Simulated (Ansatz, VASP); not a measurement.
# Two plane-wave programs on EuFe4As12

Contents of INCAR:

```
  PREC = Accurate
  ENCUT = 520
  EDIFF = 1E-6
  ISMEAR = 0
  SIGMA = 0.05
  LREAL = Auto
  LASPH = T
  NELM = 150
  ALGO = Normal
  ISIF = 2
  LWAVE = F
  LCHARG = F
  ISPIN = 2
  MAGMOM = 7 -2.5 -2.5 -2.5 -2.5 0 0 0 0 0 0 0 0 0 0 0 0
  LORBIT = 11
  LMAXMIX = 6
  LDAU = T
  LDAUTYPE = 2
  LDAUL = 3 -1 -1
  LDAUU = 6 0 0
  LDAUJ = 0 0 0
  LDAUPRINT = 1
  GGA = PE
  NBANDS = 72
```

File KPOINTS:

```
Automatic mesh
0
Gamma
  3 3 3
```

POSCAR

```
EuFe4As12
1.0
   -4.1831733843      4.1831733843      4.1831733843
    4.1831733843     -4.1831733843      4.1831733843
    4.1831733843      4.1831733843     -4.1831733843
Eu Fe As
1 4 12
Direct
    0.0000000000      0.0000000000      0.0000000000
    0.5000000000      0.0000000000      0.0000000000
    0.0000000000      0.5000000000      0.0000000000
    0.0000000000      0.0000000000      0.5000000000
    0.5000000000      0.5000000000      0.5000000000
    0.4997640207      0.6555505879      0.8442134328
    0.5002359793      0.3444494121      0.1557865672
    0.8113371550      0.6555505879      0.1557865672
    0.1886628450      0.3444494121      0.8442134328
    0.8442134328      0.1886628450      0.3444494121
    0.1557865672      0.8113371550      0.6555505879
    0.1557865672      0.5002359793      0.3444494121
    0.8442134328      0.4997640207      0.6555505879
    0.6555505879      0.1557865672      0.8113371550
    0.3444494121      0.8442134328      0.1886628450
    0.3444494121      0.1557865672      0.5002359793
    0.6555505879      0.8442134328      0.4997640207
```

Input for Ansatz:

```yaml
crystal:
  lattice:
    - [-4.1831733843, 4.1831733843, 4.1831733843]
    - [4.1831733843, -4.1831733843, 4.1831733843]
    - [4.1831733843, 4.1831733843, -4.1831733843]
  atoms:
    - { symbol: Eu, position: [0.0, 0.0, 0.0], spin: 7.0 }
    - { symbol: Fe, position: [0.5, 0.0, 0.0], spin: -2.5 }
    - { symbol: Fe, position: [0.0, 0.5, 0.0], spin: -2.5 }
    - { symbol: Fe, position: [0.0, 0.0, 0.5], spin: -2.5 }
    - { symbol: Fe, position: [0.5, 0.5, 0.5], spin: -2.5 }
    - { symbol: As, position: [0.4997640207, 0.6555505879, 0.8442134328] }
    - { symbol: As, position: [0.5002359793, 0.3444494121, 0.1557865672] }
    - { symbol: As, position: [0.811337155, 0.6555505879, 0.1557865672] }
    - { symbol: As, position: [0.188662845, 0.3444494121, 0.8442134328] }
    - { symbol: As, position: [0.8442134328, 0.188662845, 0.3444494121] }
    - { symbol: As, position: [0.1557865672, 0.811337155, 0.6555505879] }
    - { symbol: As, position: [0.1557865672, 0.5002359793, 0.3444494121] }
    - { symbol: As, position: [0.8442134328, 0.4997640207, 0.6555505879] }
    - { symbol: As, position: [0.6555505879, 0.1557865672, 0.811337155] }
    - { symbol: As, position: [0.3444494121, 0.8442134328, 0.188662845] }
    - { symbol: As, position: [0.3444494121, 0.1557865672, 0.5002359793] }
    - { symbol: As, position: [0.6555505879, 0.8442134328, 0.4997640207] }
basis:
  ecutwfc: 420
  ecutrho_ratio: 4
kpoints:
  mp_grid: { grid: [3, 3, 3] }
hamiltonian:
  xc: pbe
  hubbard: { sites: [{ species: Eu, l: f, u_eff: 6.0 }] }
scf:
  occupations: { method: gaussian, width: 0.05 }
output:
  forces: true
  stress: true
  eigenvalues: true
  populations: true
  hubbard: { sites: [{ species: Eu, l: f }] }
magnetization:
  spin_polarized: true
```

Alike in both runs: task single point; functional PBE; k mesh 3 × 3 × 3; occupations gaussian, width 0.05 eV; collinear spin; Hubbard terms Eu f U = 6.0 eV.

|  | VASP | Ansatz |
| --- | --- | --- |
| version | VASP 6.6.1 | Ansatz 0.2.0 |
| potentials or method | VASP PAW PBE potentials, release 64 (Eu, Fe, As), cutoff 520 eV | scalar-relativistic, plane waves, PAW |
| valence electrons in the cell | 109 | 261 |

|  | VASP | Ansatz | Ansatz less VASP |
| --- | --- | --- | --- |
| gap on the k mesh at the Fermi level (eV) | none | none | - |
| pressure (GPa) | 0.2 | 0.0 | -0.18 |
| rms of the force components (eV/Å) | 0.022 | 0.012 | -0.0099 |
| net moment per atom (μB) | 0.30 | 0.30 | 0.000 |
| size of the moment on the site where the two differ most (μB) | 6.70 | 6.90 | +0.201 |

Site moments also hang on the region over which each program counts them. The programs project onto different local orbitals, so the same U acts differently, and such runs can settle in different states. Atom by atom the forces differ by 0.012 eV/Å (rms over components). A gap of «none» marks a metal or a gap that the smearing closes. VASP's potentials hold 109 valence electrons a cell and Ansatz's 261, so a difference there can come from the potentials and not from the codes. Ansatz's warnings: filled band counts differ across k points.

Neither program's run includes spin-orbit coupling.
